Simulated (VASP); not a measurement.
# TaN (l.f) (Fm-3m) in VASP: notebook, part 2 of 2

VASP 6.6.1. Earlier steps stand in the parts before.

**3. Relaxation of cell and atoms, LDA**

This run uses another cell than the first one, of 10.58 Å³/atom, 1.028 times its volume.

INCAR reads:

```
SYSTEM = TaN
PREC = Accurate
ENCUT = 600
EDIFF = 1E-7
ISMEAR = 0
SIGMA = 0.1
LREAL = .False.
LASPH = .True.
NELM = 120
ALGO = Normal
ISIF = 3
LWAVE = .False.
LCHARG = .False.
IBRION = 2
NSW = 100
EDIFFG = -0.05
GGA_COMPAT = .False.
NELMIN = 4
```

KPOINTS reads:

```
regular mesh
0
Gamma
  8 8 8
  0 0 0
```

POSCAR reads:

```
TaN
1.0
    0.0000000000      2.1950000000      2.1950000000
    2.1950000000      0.0000000000      2.1950000000
    2.1950000000      2.1950000000      0.0000000000
Ta N
1 1
Direct
    0.0000000000      0.0000000000      0.0000000000
    0.5000000000      0.5000000000      0.5000000000
```

Potentials or basis: VASP PAW LDA potentials, release 64 (Ta_pv, N).

Launch:

```sh
$ cat potpaw_LDA.64/Ta_pv/POTCAR potpaw_LDA.64/N/POTCAR > POTCAR
$ mpirun -np 1 vasp_std > vasp.out
```

OUTCAR:

```text
SYSTEM = TaN
   PREC = Accurate
   ENCUT = 600
   EDIFF = 1E-7
   ISMEAR = 0
   LREAL = .False.
   LASPH = .True.
   NELM = 120
   ISIF = 3
   IBRION = 2
   NSW = 100
   EDIFFG = -0.05
   NELMIN = 4

 ion  position               nearest neighbor table
   1  0.000  0.000  0.000-   2 2.19   2 2.19   2 2.19   2 2.19   2 2.19   2 2.19
   2  0.500  0.500  0.500-   1 2.19   1 2.19   1 2.19   1 2.19   1 2.19   1 2.19

  LATTYP: Found a face centered cubic cell.
 ALAT       =     4.3900000000

  Lattice vectors:

 A1 = (   0.0000000000,   2.1950000000,   2.1950000000)
 A2 = (   2.1950000000,   0.0000000000,   2.1950000000)
 A3 = (   2.1950000000,   2.1950000000,   0.0000000000)

Analysis of symmetry for initial positions (statically):
=====================================================================
 Subroutine PRICEL returns:
 Original cell was already a primitive cell.

 Routine SETGRP: Setting up the symmetry group for a
 face centered cubic supercell.

 Subroutine GETGRP returns: Found 48 space group operations
 (whereof 48 operations were pure point group operations)
 out of a pool of 48 trial point group operations.

The static configuration has the point symmetry O_h .

Analysis of symmetry for dynamics (positions and initial velocities):
=====================================================================
 Subroutine PRICEL returns:
 Original cell was already a primitive cell.

 Routine SETGRP: Setting up the symmetry group for a
 face centered cubic supercell.

 Subroutine GETGRP returns: Found 48 space group operations
 (whereof 48 operations were pure point group operations)
 out of a pool of 48 trial point group operations.

The dynamic configuration has the point symmetry O_h .

 Subroutine INISYM returns: Found 48 space group operations
 (whereof 48 operations are pure point group operations),
 and found     1 'primitive' translations

----------------------------------------------------------------------------------------

                                     Primitive cell

  volume of cell :      21.1511

[... 122 lines left out ...]
  energy-cutoff  :      600.00
  volume of cell :       21.15
 maximum number of plane-waves:       725
 NGX is ok and might be reduce to    28
   NGX = 13   NGY = 13   NGZ = 13

--------------------------------------- Ionic step        1  -------------------------------------------

 number of electron      16.0000000 magnetization

 Free energy of the ion-electron system (eV)
  ---------------------------------------------------
  ext. energy  EPLUGINS =         0.00000000
  ---------------------------------------------------
  free energy    TOTEN  =       -24.11457908 eV

  energy without entropy =      -24.11135482  energy(sigma->0) =      -24.11296695

------------------------ aborting loop because EDIFF is reached ----------------------------------------

  FORCE on cell =-STRESS in cart. coord.  units (eV):
  Direction    XX          YY          ZZ          XY          YZ          ZX
  --------------------------------------------------------------------------------------
  -------------------------------------------------------------------------------------
  Total       -1.0739263     -1.0739263     -1.0739263      0.0000000      0.0000000      0.0000000
  in kB      -81.3488643    -81.3488643    -81.3488643      0.0000000      0.0000000      0.0000000
  external PRESSURE =     -81.3488643 kB  Pullay stress =       0.0000000 kB
[... 23 lines left out ...]
--------------------------------------- Ionic step        2  -------------------------------------------

 number of electron      15.9999999 magnetization

 E-fermi :  10.4399     XC(G=0): -14.1214

 val. band max:       10.4143660913   @ k =   0.0000   0.0000   0.0000
 cond. band min:      10.6318406146   @ k =  -0.3750   0.2500   0.1250
 fundamental gap:      0.2174745233
 Fermi energy:        10.4399384568

 k-point     1 :       0.0000    0.0000    0.0000
  band No.  band energies     occupation
      1     -24.9991      2.00000
      2     -24.9991      2.00000
      3     -24.9991      2.00000
      4      -8.9055      2.00000
      5       6.3910      2.00000
      6       6.3910      2.00000
      7       6.3910      2.00000
      8       8.0149      2.00000
      9       8.0149      2.00000
     10       8.0149      2.00000
     11      10.4144      1.28239
     12      10.4144      1.28238
[... 380 lines left out ...]
--------------------------------------- Ionic step        3  -------------------------------------------

 number of electron      16.0000001 magnetization

 Free energy of the ion-electron system (eV)
  ---------------------------------------------------
  ext. energy  EPLUGINS =         0.00000000
  ---------------------------------------------------
  free energy    TOTEN  =       -24.12695921 eV

  energy without entropy =      -24.12385273  energy(sigma->0) =      -24.12540597

 E-fermi :   9.7687     XC(G=0): -13.8109

 val. band max:        9.7266061886   @ k =   0.0000   0.0000   0.0000
 cond. band min:       9.9427448704   @ k =  -0.3750   0.2500   0.1250
 fundamental gap:      0.2161386817
 Fermi energy:         9.7686926263

 k-point     1 :       0.0000    0.0000    0.0000
  band No.  band energies     occupation
      1     -25.7807      2.00000
      2     -25.7807      2.00000
      3     -25.7807      2.00000
      4      -9.1128      2.00000
      5       5.8767      2.00000
      6       5.8767      2.00000
      7       5.8767      2.00000
      8       7.5105      2.00000
      9       7.5105      2.00000
     10       7.5105      2.00000
     11       9.7266      1.44829
     12       9.7266      1.44828
[... 374 lines left out ...]
  FREE ENERGIE OF THE ION-ELECTRON SYSTEM (eV)
  ---------------------------------------------------
  free  energy   TOTEN  =       -24.1269592091 eV

  energy  without entropy=      -24.1238527282  energy(sigma->0) =      -24.12540597

 reached required accuracy - stopping structural energy minimisation
```

CONTCAR:

```text
TaN
   1.00000000000000
     0.0000000000000000    2.1786994064565488    2.1786994064565488
     2.1786994064565488    0.0000000000000000    2.1786994064565488
     2.1786994064565488    2.1786994064565488    0.0000000000000000
  Ta              N
     1     1
Direct
     0.0000000000000000    0.0000000000000000    0.0000000000000000
     0.5000000000000000    0.5000000000000000    0.5000000000000000

  0.00000000E+00  0.00000000E+00  0.00000000E+00
  0.00000000E+00  0.00000000E+00  0.00000000E+00
```

Wall time 13 s (1 thread of Intel Xeon 6975P-C (Granite Rapids), shared host); peak memory 0.15 GiB.

What came out:

```
Free energy                            : -24.1270 eV
Relaxed volume                         : 10.34 Å³/atom
Relaxed cell                           : a = 3.081 Å, b = 3.081 Å, c = 3.081 Å, α = 60.00°, β = 60.00°, γ = 60.00°
Space group after relaxing (to 0.05 Å) : Fm-3m (No. 225)
Energy gained by relaxing              : 6.2 meV/atom
Ionic steps                            : 3
Pressure after relaxing                : -0.2 GPa
```

Step by step:
| step | energy change (eV) | largest force (eV/Å) | pressure (GPa) | volume (Å³) |
| --- | --- | --- | --- | --- |
| 1 | 0.0000 | 0.0000 | -8.13 | 21.15 |
| 2 | 0.0667 | 0.0000 | 23.71 | 19.55 |
| 3 | -0.0124 | 0.0000 | -0.19 | 20.68 |

Final structure:
```
Ta N
1.0
     0.00000    2.17870    2.17870
     2.17870    0.00000    2.17870
     2.17870    2.17870    0.00000
Ta N
1 1
Direct
  0.00000 0.00000 0.00000
  0.50000 0.50000 0.50000
```

Levels at points of the mesh, in eV from the Fermi level:
| k point | band 4 | band 5 | band 6 | band 7 | band 8 | band 9 | band 10 | band 11 | band 12 |
| --- | --- | --- | --- | --- | --- | --- | --- | --- | --- |
| (0.00, 0.00, 0.00) | -18.88 | -3.89 | -3.89 | -3.89 | -2.26 | -2.26 | -2.26 | -0.04 | -0.04 |
| (0.50, 0.00, 0.00) | -15.59 | -10.61 | -7.82 | -7.82 | 1.92 | 1.92 | 2.04 | 3.99 | 7.76 |
| (0.50, 0.50, 0.00) | -17.60 | -6.64 | -5.71 | -4.67 | -4.67 | 2.10 | 3.64 | 3.64 | 4.87 |

Caveat: the bands computed are all filled at some k points, so no gap is given; spin-orbit coupling is left out, which moves the levels of the heavy elements.

**4. Relaxation of cell and atoms, LDA**

INCAR reads:

```
SYSTEM = TaN
  PREC = Accurate
  ENCUT = 600
  EDIFF = 1E-7
  ISMEAR = 0
  SIGMA = 0.1
  LREAL = .FALSE.
  LASPH = .TRUE.
  NELM = 120
  ALGO = Normal
  ISIF = 3
  LWAVE = .FALSE.
  LCHARG = .FALSE.
  IBRION = 2
  NSW = 100
  EDIFFG = -0.002
  GGA_COMPAT = .FALSE.
  NELMIN = 4
```

KPOINTS reads:

```
regular mesh
0
G
  16 16 16
  0 0 0
```

POSCAR reads:

```
TaN
1.0
    0.0000000000      2.1747615137      2.1747615137
    2.1747615137      0.0000000000      2.1747615137
    2.1747615137      2.1747615137      0.0000000000
Ta N
1 1
Direct
    0.0000000000      0.0000000000      0.0000000000
    0.5000000000      0.5000000000      0.5000000000
```

Potentials or basis: VASP PAW LDA potentials, release 64 (Ta_pv, N).

Launch:

```sh
$ cat potpaw_LDA.64/Ta_pv/POTCAR potpaw_LDA.64/N/POTCAR > POTCAR
$ mpirun -np 1 vasp_std > vasp.out
```

OUTCAR:

```text
SYSTEM = TaN
   PREC = Accurate
   ENCUT = 600
   EDIFF = 1E-7
   ISMEAR = 0
   LREAL = .FALSE.
   LASPH = .TRUE.
   NELM = 120
   ISIF = 3
   IBRION = 2
   NSW = 100
   EDIFFG = -0.002
   NELMIN = 4

 ion  position               nearest neighbor table
   1  0.000  0.000  0.000-   2 2.17   2 2.17   2 2.17   2 2.17   2 2.17   2 2.17
   2  0.500  0.500  0.500-   1 2.17   1 2.17   1 2.17   1 2.17   1 2.17   1 2.17

  LATTYP: Found a face centered cubic cell.
 ALAT       =     4.3495230274

  Lattice vectors:

 A1 = (   0.0000000000,   2.1747615137,   2.1747615137)
 A2 = (   2.1747615137,   0.0000000000,   2.1747615137)
 A3 = (   2.1747615137,   2.1747615137,   0.0000000000)

Analysis of symmetry for initial positions (statically):
[... 260 lines left out ...]
 cond. band min:       9.7263967332   @ k =  -0.3125   0.3125   0.1250
 fundamental gap:      0.0184614817
 Fermi energy:         9.7196234103

 k-point     1 :       0.0000    0.0000    0.0000
  band No.  band energies     occupation
      1     -25.7766      2.00000
      2     -25.7766      2.00000
      3     -25.7766      2.00000
      4      -9.1135      2.00000
      5       5.8789      2.00000
      6       5.8789      2.00000
      7       5.8789      2.00000
      8       7.5158      2.00000
      9       7.5158      2.00000
     10       7.5158      2.00000
     11       9.7323      0.85781
     12       9.7323      0.85780
[... 331 lines left out ...]
 k-point    24 :      -0.0625    0.0625    0.0000
  band No.  band energies     occupation
      1     -25.8725      2.00000
      2     -25.8018      2.00000
      3     -25.7788      2.00000
      4      -8.8452      2.00000
      5       4.6444      2.00000
      6       4.9340      2.00000
      7       5.2982      2.00000
      8       7.6963      2.00000
      9       7.9438      2.00000
     10       8.2554      2.00000
     11      10.2054      0.00000
     12      11.0836      0.00000

 [... further k-points ...]
[... 5 lines left out ...]
  --------------------------------------------------------------------------------------
  -------------------------------------------------------------------------------------
  Total       -0.0004770     -0.0004770     -0.0004770      0.0000000     -0.0000000     -0.0000000
  in kB       -0.0369818     -0.0369818     -0.0369818      0.0000000     -0.0000000     -0.0000000
  external PRESSURE =      -0.0369818 kB  Pullay stress =       0.0000000 kB
[... 17 lines left out ...]
  FREE ENERGIE OF THE ION-ELECTRON SYSTEM (eV)
  ---------------------------------------------------
  free  energy   TOTEN  =       -24.1488949291 eV

  energy  without entropy=      -24.1433540892  energy(sigma->0) =      -24.14612451

 reached required accuracy - stopping structural energy minimisation
```

CONTCAR:

```text
TaN
   1.00000000000000
    -0.0000000000000000    2.1781078044086462    2.1781078044086462
     2.1781078044086462    0.0000000000000000    2.1781078044086462
     2.1781078044086462    2.1781078044086462   -0.0000000000000000
  Ta              N
     1     1
Direct
     0.0000000000000000    0.0000000000000000    0.0000000000000000
     0.5000000000000000    0.5000000000000000    0.5000000000000000

  0.00000000E+00  0.00000000E+00  0.00000000E+00
  0.00000000E+00  0.00000000E+00  0.00000000E+00
```

Wall time 56 s (1 thread of Intel Xeon 6975P-C (Granite Rapids), shared host); peak memory 0.19 GiB.

Results:

| Property | Result |
| --- | --- |
| Free energy | -24.1489 eV |
| Relaxed volume | 10.33 Å³/atom |
| Relaxed cell | a = 3.080 Å, b = 3.080 Å, c = 3.080 Å, α = 60.00°, β = 60.00°, γ = 60.00° |
| Space group after relaxing (to 0.05 Å) | Fm-3m (No. 225) |
| Energy gained by relaxing | 0.3 meV/atom |
| Ionic steps | 3 |
| Pressure after relaxing | 0.0 GPa |
| Band gap on the k mesh | zero (band 8 reaches 11.70 eV, above the bottom of band 9 at 7.52 eV) |

Step by step:
| step | energy change (eV) | largest force (eV/Å) | pressure (GPa) | volume (Å³) |
| --- | --- | --- | --- | --- |
| 1 | 0.0000 | 0.0000 | 1.73 | 20.57 |
| 2 | 0.0026 | 0.0000 | -4.20 | 20.90 |
| 3 | -0.0005 | 0.0000 | 0.00 | 20.67 |

Final structure:
```
CELL_PARAMETERS angstrom
0.00000 2.17811 2.17811
2.17811 0.00000 2.17811
2.17811 2.17811 0.00000
ATOMIC_POSITIONS crystal
Ta 0.00000 0.00000 0.00000
N 0.50000 0.50000 0.50000
```

Caveat: spin-orbit coupling is left out, which moves the levels of the heavy elements.

**5. The runs side by side**

| task | cell | k mesh | gap on the mesh (eV) | pressure (GPa) | relaxed volume (Å³/atom) |
| --- | --- | --- | --- | --- | --- |
| single point | a = 3.076 Å, angles 60.0°, 2 atoms | 8 × 8 × 8 | none | 1.9 | - |
| relaxation of cell and atoms | relaxed from a = 3.104 Å, angles 60.0°, 2 atoms | 8 × 8 × 8 | - | -0.2 | 10.34 |
| relaxation of cell and atoms | relaxed from a = 3.076 Å, angles 60.0°, 2 atoms | 16 × 16 × 16 | none | 0.0 | 10.33 |

Alike in all rows: level LDA; potentials or basis VASP PAW LDA potentials, release 64 (Ta_pv, N); no spin polarisation; cutoff (eV) 600; smearing gaussian 0.1 eV.

Caveats: spin-orbit coupling is left out, which moves the levels of the heavy elements; the bands computed are all filled at some k points, so no gap is given (some runs).

Total energies depend on the potentials used, so only differences within one code and one set of settings carry meaning.
